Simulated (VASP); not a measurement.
Here is a VASP 6.6.1 calculation.

INCAR

```
ALGO     = Normal         # electronic algorithm
EDIFF    = 1E-7           # SCF threshold, eV
ENCUT    = 520            # plane-wave cutoff, eV
GGA      = PE             # functional
ISIF     = 2              # what is computed and relaxed
ISMEAR   = 0              # smearing method
IVDW     = 12             # dispersion correction
LASPH    = T              # aspherical terms in the spheres
LCHARG   = F              # write CHGCAR
LREAL    = F              # projectors in reciprocal space
LWAVE    = F              # write WAVECAR
NBANDS   = 16             # bands
NELM     = 80             # most SCF steps
PREC     = Accurate       # precision mode
SIGMA    = 0.05           # smearing width, eV
```

File KPOINTS:

```
k-points
0
Gamma
  12 12 4
```

File POSCAR:

```
BN
1.0
    2.5064381059      0.0000000000      0.0000000000
   -1.2532190530      2.1706390727      0.0000000000
    0.0000000000      0.0000000000      6.6168468515
B N
2 2
Direct
    0.3333333333      0.6666666667      0.2500000000
    0.6666666667      0.3333333333      0.7500000000
    0.3333333333      0.6666666667      0.6593223686
    0.6666666667      0.3333333333      0.2500000000
```

Potentials or basis: VASP PAW PBE potentials, release 64 (B, N).

The run is started by

```console
$ cat potpaw_PBE.64/B/POTCAR potpaw_PBE.64/N/POTCAR > POTCAR
$ mpirun -np 1 vasp_std > vasp.out
```

What does it give for the band gap on the k mesh?

1.31 eV, direct.

Estimate the largest force.

8.452 eV/Å.

Stress tensor (GPa, compression positive):
```
 -0.12   0.00   0.00
  0.00  -0.12   0.00
  0.00   0.00 -23.47
```

Caveat: the cell differs from its parent crystal (atom 3 (N) moved by (+0.000, -0.600) A along y and z); forces of over 1 eV/Å act on the atoms, so gaps and moduli don't describe the material at rest. A k mesh can miss the band edges.
